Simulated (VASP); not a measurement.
**CaSiAu: density of states with LDA**

The system is CaSiAu.

```
Ca Si Au
1.0
     4.32759    0.00000    0.00000
    -2.16380    3.74781    0.00000
     0.00000    0.00000    3.94250
Ca Si Au
1 1 1
Direct
  0.33333 0.66667 0.00000
  0.00000 0.00000 0.50000
  0.66667 0.33333 0.50000
```

```
Program                 : VASP 6.6.1
Task                    : density of states
Functional              : LDA
Potentials or basis     : VASP PAW LDA potentials, release 64 (Ca_sv, Si, Au)
Cutoff                  : 520 eV
k mesh                  : 9 × 9 × 8
Occupations             : gaussian, width 0.05 eV
Spin                    : no spin polarisation
Dipole correction       : no
k mesh for the DOS      : 14 × 14 × 12
Occupations for the DOS : tetrahedron
Further INCAR settings  : ALGO = Normal; EDIFF = 1e-07
```

- Valence electrons inside the program's atomic spheres: Ca 8.14; Si 1.62; Au 9.83

Levels at points of the mesh, in eV from the Fermi level:
| k point | band 8 | band 9 | band 10 | band 11 | band 12 | band 13 | band 14 | band 15 | band 16 |
| --- | --- | --- | --- | --- | --- | --- | --- | --- | --- |
| (0.00, 0.00, 0.00) | -5.20 | -4.67 | -4.67 | 0.32 | 0.50 | 0.50 | 0.86 | 2.63 | 3.99 |
| (0.50, 0.00, 0.00) | -5.00 | -4.94 | -4.77 | -4.75 | -0.92 | 0.87 | 1.15 | 4.02 | 4.08 |
| (0.00, 0.00, 0.50) | -4.92 | -4.92 | -3.92 | -3.91 | 2.08 | 2.08 | 2.60 | 2.65 | 2.65 |
| (0.50, 0.00, 0.50) | -5.21 | -4.90 | -4.37 | -3.55 | -1.32 | -1.26 | -0.14 | 3.49 | 4.27 |

It took 110 s on 1 thread of Intel(R) Xeon(R) Platinum 8259CL CPU @ 2.50GHz (Skylake/Cascade Lake), on a shared host, peak memory 0.32 GiB.

Caveat: spin-orbit coupling is left out, which moves the levels of the heavy elements.
